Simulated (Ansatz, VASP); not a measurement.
**One calculation of Mg, two programs**

INCAR

```
SYSTEM = Mg
  PREC = Accurate
  ENCUT = 520
  EDIFF = 1E-8
  ISMEAR = -1
  SIGMA = 0.03
  LREAL = .False.
  LASPH = .True.
  NELM = 80
  ALGO = Normal
  ISIF = 2
  LWAVE = .False.
  LCHARG = .False.
  GGA = PE
  LEFG = .True.
  NBANDS = 7
```

The input KPOINTS:

```
regular mesh
0
Gamma
  16 16 16
  0 0 0
```

Contents of POSCAR:

```
Mg
1.0
    0.0000000000      2.2442560000      2.2891411200
    2.2442560000      0.0000000000      2.2891411200
    2.2442560000      2.2442560000      0.0000000000
Mg
1
Direct
    0.0000000000      0.0000000000      0.0000000000
```

Input for Ansatz:

```yaml
crystal:
  lattice:
    - [0.0, 2.244256, 2.28914112]
    - [2.244256, 0.0, 2.28914112]
    - [2.244256, 2.244256, 0.0]
  atoms:
    - { symbol: Mg, position: [0.0, 0.0, 0.0] }
kpoints:
  mp_grid: { grid: [16, 16, 16] }
scf:
  occupations: { method: fermi_dirac, width: 0.03 }
hamiltonian:
  xc: pbe
  pseudopotentials: { kind: all_electron, datasets: crystal }
output:
  forces: true
  stress: true
  eigenvalues: true
  efg: { contact_densities: true }
```

Change from the starting cell: zz strain of +2 %, crystal datasets.

Alike in both runs: task electric field gradients; functional PBE; k mesh 16 × 16 × 16; occupations fermi-dirac, width 0.03 eV; no spin polarisation.

|  | VASP | Ansatz |
| --- | --- | --- |
| version | VASP 6.6.1 | Ansatz 0.2.0 |
| potentials or method | VASP PAW PBE potentials, release 64 (Mg), cutoff 520 eV | all-electron PAW with datasets made for the crystal, scalar-relativistic |

Ansatz gave:

* pressure (GPa): 0.1
* size of Vzz on the site where it differs most (V/Å²): 0.8

Task: Which values does VASP return?

Result: Pressure (GPa): 0.0; size of Vzz on the site where it differs most (V/Å²): 0.6.

Ansatz ran all-electron here, and VASP with PAW potentials.
